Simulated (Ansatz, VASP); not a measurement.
## One calculation of ZnCu4, two programs

The input INCAR:

```
  ALGO = Normal
  DIPOL = 0.5 0.5 0.500
  EDIFF = 1E-6
  ENCUT = 520
  GGA = PS
  IDIPOL = 3
  ISIF = 2
  ISMEAR = -1
  LASPH = T
  LCHARG = T
  LDIPOL = T
  LELF = T
  LREAL = F
  LVACPOTAV = T
  LVHAR = T
  LWAVE = F
  NBANDS = 36
  NELM = 60
  PREC = Accurate
  SIGMA = 0.05
```

Contents of KPOINTS:

```
k-points
0
Gamma
  14 14 1
```

Contents of POSCAR:

```
ZnCu4
1.0
    2.5192775978      0.0000000000      0.0000000000
    0.0000000000      2.5192775978      0.0000000000
    0.0000000000      0.0000000000     23.1256000000
Zn Cu
1 4
Direct
    0.0000000000      0.0000000000      0.3480514485
    0.5000000000      0.5000000000      0.4226331525
    0.0000000000      0.0000000000      0.5000000554
    0.5000000000      0.5000000000      0.5773668408
    0.0000000000      0.0000000000      0.6519485028
```

Input for Ansatz:

```yaml
crystal:
  lattice:
    - [2.5192775978, 0.0, 0.0]
    - [0.0, 2.5192775978, 0.0]
    - [0.0, 0.0, 23.1256]
  atoms:
    - { symbol: Zn, position: [0.0, 0.0, 0.3480514485] }
    - { symbol: Cu, position: [0.5, 0.5, 0.4226331525] }
    - { symbol: Cu, position: [0.0, 0.0, 0.5000000554] }
    - { symbol: Cu, position: [0.5, 0.5, 0.5773668408] }
    - { symbol: Cu, position: [0.0, 0.0, 0.6519485028] }
kpoints:
  mp_grid: { grid: [14, 14, 1] }
scf:
  occupations: { method: fermi_dirac, width: 0.05 }
hamiltonian:
  xc: pbesol
  pseudopotentials: { kind: all_electron, lapw: { basis_error: 0.001 } }
output:
  forces: true
  stress: true
  eigenvalues: true
efield:
  axis: 3
  amplitude: 0
  dipole_correction: true
```

Alike in both runs: task single point; functional PBEsol; k mesh 14 × 14 × 1; occupations fermi-dirac, width 0.05 eV; no spin polarisation.

|  | VASP | Ansatz |
| --- | --- | --- |
| version | VASP 6.6.1 | Ansatz 0.2.0 |
| potentials or method | VASP PAW PBE potentials, release 64 (Zn, Cu), cutoff 520 eV | all-electron LAPW, scalar-relativistic |

Ansatz gave:

```
rms of the force components (eV/Å) : 0.211
```

**Question.** Estimate VASP's values.

**Answer.** rms of the force components (eV/Å): 0.224.

VASP's potentials were made for PBE, not for PBEsol. Atom by atom the forces differ by 0.016 eV/Å (rms over components). Ansatz ran all-electron here, and VASP with PAW potentials.
